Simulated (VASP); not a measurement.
Crystal: WC (Qusongite).

```
CELL_PARAMETERS angstrom
2.90650 0.00000 0.00000
-1.45325 2.51710 0.00000
0.00000 0.00000 2.83660
ATOMIC_POSITIONS crystal
W 0.00000 0.00000 0.00000
C 0.66667 0.33333 0.50000
```

* Program: VASP 6.6.1
* Task: relaxation of cell and atoms
* Functional: PBE
* Potentials or basis: VASP PAW PBE potentials, release 64 (W_sv, C)
* Cutoff: 600 eV
* k mesh: 10 × 10 × 9
* Occupations: fermi-dirac, width 0.05 eV
* Spin: no spin polarisation
* Hubbard terms: W d U = 1.0 eV

At the start: pressure 8.8 GPa; volume 10.38 Å³/atom.

Task: Where does the relaxation end?

Result: Over 13 steps the energy falls by 6.2 meV/atom and the volume is 10.61 Å³/atom (+2.2 %); space group P-6m2 (No. 187, to 0.05 Å).

Step by step:
| step | energy change (eV) | largest force (eV/Å) | pressure (GPa) | volume (Å³) |
| --- | --- | --- | --- | --- |
| 1 | 0.0000 | 0.0000 | 8.75 | 20.75 |
| 2 | 0.0722 | 0.0000 | -19.87 | 22.50 |
| 3 | -0.0122 | 0.0000 | -0.19 | 21.22 |
| 4 | -0.0123 | 0.0000 | -0.04 | 21.21 |
| 5 | -0.0123 | 0.0000 | 0.13 | 21.20 |
| 6 | -0.0123 | 0.0000 | 0.20 | 21.21 |
| 7 | -0.0124 | 0.0000 | 0.19 | 21.21 |
| 8 | -0.0124 | 0.0000 | 0.17 | 21.21 |
| 9 | -0.0124 | 0.0000 | 0.18 | 21.21 |
| 10 | -0.0123 | 0.0000 | 0.17 | 21.21 |
| 11 | -0.0124 | 0.0000 | 0.17 | 21.21 |
| 12 | -0.0124 | 0.0000 | -0.32 | 21.23 |
| 13 | -0.0124 | 0.0000 | -0.01 | 21.22 |

Final structure:
```
W C
1.0
     2.93029    0.00000    0.00000
    -1.46515    2.53771    0.00000
     0.00000    0.00000    2.85296
W C
1 1
Direct
  0.00000 0.00000 0.00000
  0.66667 0.33333 0.50000
```

Caveat: U without spin polarisation on a metal has little footing; the U is typed as a test and isn't derived for this compound.
